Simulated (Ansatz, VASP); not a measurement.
# CuO in VASP and in Ansatz

Contents of INCAR:

```
SYSTEM = CuO
PREC = Accurate ; ENCUT = 600
EDIFF = 1E-6 ; ISMEAR = -1
SIGMA = 0.05 ; LREAL = .False.
LASPH = .True. ; NELM = 150
ALGO = Normal ; ISIF = 3
LWAVE = .False. ; LCHARG = .False.
LMAXMIX = 4 ; LDAU = .True.
LDAUTYPE = 2 ; LDAUL = 2 -1
LDAUU = 4.5 0 ; LDAUJ = 0 0
LDAUPRINT = 1 ; GGA = PS
IBRION = 2 ; NSW = 60
EDIFFG = -0.01
```

The input KPOINTS:

```
Automatic mesh
0
Gamma
  10 10 5
  0 0 0
```

File POSCAR:

```
CuO
1.0
    2.3446497600     -1.7133998200      0.0000000000
    2.3446497600      1.7133998200      0.0000000000
   -0.8605499100      0.0000000000      5.0594394800
Cu O
2 2
Direct
    0.0032000000      0.4968000000      0.0000000000
    0.4968000000      0.0032000000      0.5000000000
    0.5714000000      0.4056000000      0.2537000000
    0.4056000000      0.5714000000      0.7537000000
```

input.yaml

```yaml
crystal:
  lattice:
    - [2.34464976, -1.71339982, 0.0]
    - [2.34464976, 1.71339982, 0.0]
    - [-0.86054991, 0.0, 5.05943948]
  atoms:
    - { symbol: Cu, position: [0.0032, 0.4968, 0.0] }
    - { symbol: Cu, position: [0.4968, 0.0032, 0.5] }
    - { symbol: O, position: [0.5714, 0.4056, 0.2537] }
    - { symbol: O, position: [0.4056, 0.5714, 0.7537] }
hamiltonian:
  xc: pbesol
  pseudopotentials: { kind: paw }
  hubbard: { sites: [{ species: Cu, l: d, u_eff: 4.5 }] }
kpoints:
  mp_grid: { grid: [10, 10, 5] }
scf:
  occupations: { method: fermi_dirac, width: 0.05 }
output:
  forces: true
  stress: true
  eigenvalues: true
relax:
  f_tol: 0.01
  max_steps: 40
  cell: { stress_tol: 0.05 }
```

Alike in both runs: task relaxation of cell and atoms; functional PBEsol; k mesh 10 × 10 × 5; occupations fermi-dirac, width 0.05 eV; no spin polarisation; Hubbard terms Cu d U = 4.5 eV.

```csv
,VASP,Ansatz
version,VASP 6.6.1,Ansatz 0.2.0
potentials or method,"VASP PAW PBE potentials, release 64 (Cu, O)",Ansatz PAW
plane-wave cutoff (eV),600,420
valence electrons in the cell,34,50
```

VASP gave:

```
gap on the k mesh at the Fermi level, each at its own relaxed structure (eV) : none
relaxed volume (Å³/atom)                                                     : 10.44
relaxed length of the cell vector where the two differ most in proportion (Å)              : 2.871
```

Task: Estimate Ansatz's values.

Result: gap on the k mesh at the Fermi level, each at its own relaxed structure (eV): none; relaxed volume (Å³/atom): 10.82; relaxed length of the cell vector where the two differ most in proportion (Å): 2.909.

VASP's potentials were made for PBE, not for PBEsol. The programs project onto different local orbitals, so the same U acts differently, and such runs can settle in different states. A gap of «none» marks a metal or a gap that the smearing closes. VASP's potentials hold 34 valence electrons a cell and Ansatz's 50, so a difference there can come from the potentials and not from the codes.

Noted on Ansatz's run: the plane-wave basis is chosen anew once the cell has moved, so the energies of steps on either side of that aren't comparable.
